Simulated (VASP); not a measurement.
Set up this calculation in VASP 6.6.1, as the native input.

- Task: single point
- Functional: LDA
- Potentials or basis: VASP PAW LDA potentials, release 64 (Cu, As)
- Cutoff: 520 eV
- k mesh: 15 × 15 × 10
- Occupations: gaussian, width 0.15 eV
- Spin: no spin polarisation
- Dipole correction: no
- Further INCAR settings: ALGO = Normal; EDIFF = 1e-06; NBANDS = 24

The structure of CuAs lies in POSCAR:

```
CuAs
1.0
    3.8778960817      0.0000000000      0.0000000000
   -1.9389480409      3.3583565200      0.0000000000
    0.0000000000      0.0000000000      4.9842753339
Cu As
2 2
Direct
    0.0000000000      0.0000000000      0.5000000000
    0.0000000000      0.0000000000      0.0000000000
    0.6666666667      0.3333333333      0.7500000000
    0.3333333333      0.6666666667      0.2500000000
```

This cell differs from its parent crystal: volume 16.228 Å^3 an atom, c/a of the conventional cell 1.2853.

The input as run:

INCAR

```
SYSTEM = CuAs
PREC = Accurate
ENCUT = 520
EDIFF = 1E-6
ISMEAR = 0
SIGMA = 0.15
LREAL = .False.
LASPH = .True.
NELM = 100
ALGO = Normal
ISIF = 2
LWAVE = .False.
LCHARG = .False.
NBANDS = 24
```

KPOINTS

```
Automatic mesh
0
Gamma
  15 15 10
  0 0 0
```

Potentials or basis: VASP PAW LDA potentials, release 64 (Cu, As).

Launch:

```console
$ cat potpaw_LDA.64/Cu/POTCAR potpaw_LDA.64/As/POTCAR > POTCAR
$ mpirun -np 1 vasp_std > vasp.out
```

Results of the run:

```
Pressure               : -7.8 GPa
Band gap on the k mesh : zero (band 16 reaches 7.45 eV, above the bottom of band 17 at 5.46 eV)
```

It took 4 min on 1 thread of Intel(R) Xeon(R) Platinum 8488C (Sapphire Rapids), on a shared host, peak memory 0.33 GiB.
